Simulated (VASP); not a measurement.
# CaB2 (P2/m) in VASP: notebook, part 2 of 2

VASP 6.6.1. The steps go on from the part before.

## (3) Single point, PBE

INCAR reads:

```
PREC = Accurate
ENCUT = 520
EDIFF = 1E-6
ISMEAR = -1
SIGMA = 0.1
LREAL = F
LASPH = T
NELM = 80
ALGO = Normal
ISIF = 2
LWAVE = F
LCHARG = F
GGA = PE
NBANDS = 15
```

KPOINTS reads:

```
Automatic mesh
0
Gamma
  12 12 9
```

POSCAR reads:

```
CaB2
1.0
    3.2264300000      0.0483964500      0.0000000000
   -1.5713024350      2.7699727750      0.0000000000
    0.0000000000      0.0000000000      4.0673920000
Ca B
1 2
Direct
    0.0000000000      0.0000000000      0.0000000000
    0.3333333333      0.6666666667      0.5000000000
    0.6666666667      0.3333333333      0.5000000000
```

Potentials or basis: VASP PAW PBE potentials, release 64 (Ca_sv, B).

The run is started by

```console
cat potpaw_PBE.64/Ca_sv/POTCAR potpaw_PBE.64/B/POTCAR > POTCAR
mpirun -np 1 vasp_std > vasp.out
```

OUTCAR:

```text
PREC = Accurate
   ENCUT = 520
   EDIFF = 1E-6
   ISMEAR = -1
   LREAL = F
   LASPH = T
   NELM = 80
   ISIF = 2
   GGA = PE

 ion  position               nearest neighbor table
   1  0.000  0.000  0.000-
   2  0.333  0.667  0.500-   3 1.84   3 1.86   3 1.89
   3  0.667  0.333  0.500-   2 1.84   2 1.86   2 1.89

  Warning from LATTYP: Monoclinic adjustment (A1->A3, A2->A1, A3->A2)!
  LATTYP: Found a simple monoclinic cell.
 ALAT       =     3.1846099473
 B/A-ratio  =     1.2772025671
 C/A-ratio  =     1.0132458940
 COS(beta)  =    -0.4803039620

  Lattice vectors:

 A1 = (  -1.5713024350,   2.7699727750,   0.0000000000)
 A2 = (   0.0000000000,   0.0000000000,   4.0673920000)
 A3 = (   3.2264300000,   0.0483964500,   0.0000000000)

Analysis of symmetry for initial positions (statically):
=====================================================================
 Subroutine PRICEL returns:
 Original cell was already a primitive cell.

 Routine SETGRP: Setting up the symmetry group for a
 simple monoclinic supercell.

[... 180 lines left out ...]
      5      -5.7762      2.00000
      6       2.8507      2.00000
      7       4.8902      0.16763
      8       5.0469      0.03746
      9       5.1174      0.01868
     10       9.9298      0.00000
     11      10.2075      0.00000
     12      10.8654      0.00000
     13      10.9546      0.00000
     14      11.1918      0.00000
[... 401 lines left out ...]
      2     -16.4954      2.00000
      3     -16.1233      2.00000
      4     -15.9109      2.00000
      5      -2.8709      2.00000
      6      -0.5136      2.00000
      7       2.1290      2.00000
      8       3.4353      1.99999
      9       6.6738      0.00000
     10       7.0984      0.00000
     11       9.1421      0.00000
     12      11.7945      0.00000
     13      11.8238      0.00000
     14      13.1554      0.00000
     15      13.6085      0.00000

 [... further k-points ...]

------------------------ aborting loop because EDIFF is reached ----------------------------------------

  FORCE on cell =-STRESS in cart. coord.  units (eV):
  Direction    XX          YY          ZZ          XY          YZ          ZX
  --------------------------------------------------------------------------------------
  -------------------------------------------------------------------------------------
  Total       -0.0905747     -0.1258921      0.1435945     -0.7906900      0.0000000      0.0000000
  in kB       -3.9584404     -5.5019380      6.2755947    -34.5559879      0.0000000      0.0000000
  external PRESSURE =      -1.0615946 kB  Pullay stress =       0.0000000 kB

 VOLUME and BASIS-vectors are now :
 -----------------------------------------------------------------------------
  energy-cutoff  :      520.00
  volume of cell :       36.66
      direct lattice vectors                 reciprocal lattice vectors
     3.226430000  0.048396450  0.000000000     0.307325077  0.174334075  0.000000000
    -1.571302435  2.769972775  0.000000000    -0.005369527  0.357968446  0.000000000
     0.000000000  0.000000000  4.067392000     0.000000000  0.000000000  0.245857788

 POSITION                                       TOTAL-FORCE (eV/Angst)
 -----------------------------------------------------------------------------------
      0.00000      0.00000      0.00000         0.000000      0.000000      0.000000
      0.02794      1.86278      2.03370         0.053071     -0.011343      0.000000
      1.62719      0.95559      2.03370        -0.053071      0.011343      0.000000
 -----------------------------------------------------------------------------------
    total drift:                               -0.000000      0.000000      0.000000

  FREE ENERGIE OF THE ION-ELECTRON SYSTEM (eV)
  ---------------------------------------------------
  free  energy   TOTEN  =       -15.7443914795 eV

  energy  without entropy=      -15.7107503856  energy(sigma->0) =      -15.72757093
```

OSZICAR:

```text
N       E                     dE             d eps       ncg     rms          rms(c)
DAV:   1     0.922903745294E+02    0.92290E+02   -0.77659E+03 11100   0.104E+03
DAV:   2    -0.135046589985E+02   -0.10580E+03   -0.99781E+02 13543   0.260E+02
DAV:   3    -0.166098330902E+02   -0.31052E+01   -0.30659E+01 15710   0.420E+01
DAV:   4    -0.167385722530E+02   -0.12874E+00   -0.12869E+00 14729   0.722E+00
DAV:   5    -0.167401327282E+02   -0.15605E-02   -0.15604E-02 15732   0.804E-01    0.555E+00
DAV:   6    -0.158156611862E+02    0.92447E+00   -0.90327E-01 13865   0.609E+00    0.252E+00
DAV:   7    -0.157491771672E+02    0.66484E-01   -0.28788E-01 16556   0.311E+00    0.866E-01
DAV:   8    -0.157534731098E+02   -0.42959E-02   -0.73587E-02 14183   0.242E+00    0.437E-01
DAV:   9    -0.157444715490E+02    0.90016E-02   -0.21187E-02 14104   0.117E+00    0.101E-01
DAV:  10    -0.157444260993E+02    0.45450E-04   -0.19477E-03 12803   0.320E-01    0.674E-02
DAV:  11    -0.157444108847E+02    0.15215E-04   -0.58894E-05 15598   0.477E-02    0.565E-02
DAV:  12    -0.157444077209E+02    0.31638E-05   -0.38454E-05 13697   0.632E-02    0.180E-02
DAV:  13    -0.157443918841E+02    0.15837E-04   -0.37887E-05 14486   0.389E-02    0.106E-02
DAV:  14    -0.157443914795E+02    0.40452E-06   -0.26796E-06 11539   0.145E-02
   1 F= -.15744391E+02 E0= -.15727571E+02  d E =-.336411E-01
```

stdout:

```text
POSCAR found type information on POSCAR CaB
 POSCAR found :  2 types and       3 ions
 scaLAPACK will be used
 LDA part: xc-table for (Slater+PW92), standard interpolation
 POSCAR, INCAR and KPOINTS ok, starting setup
 FFT: planning ... GRIDC
 FFT: planning ... GRID_SOFT
 FFT: planning ... GRID
 WAVECAR not read
 entering main loop
```

Run time: 2.3 min. Hardware: 1 thread of Intel Xeon 8259CL, shared host; peak memory 0.31 GiB.

Results:

```yaml
Free_energy: -15.7444 eV
Pressure: -0.1 GPa
Largest_force: 0.054 eV/Å
Band_gap_on_the_k_mesh: zero (bands 8 and 9 overlap by 1.69 eV)
```

Forces on the atoms (eV/Å):
```
Ca   0.000  0.000  0.000
B    0.053 -0.011  0.000
B   -0.053  0.011  0.000
```
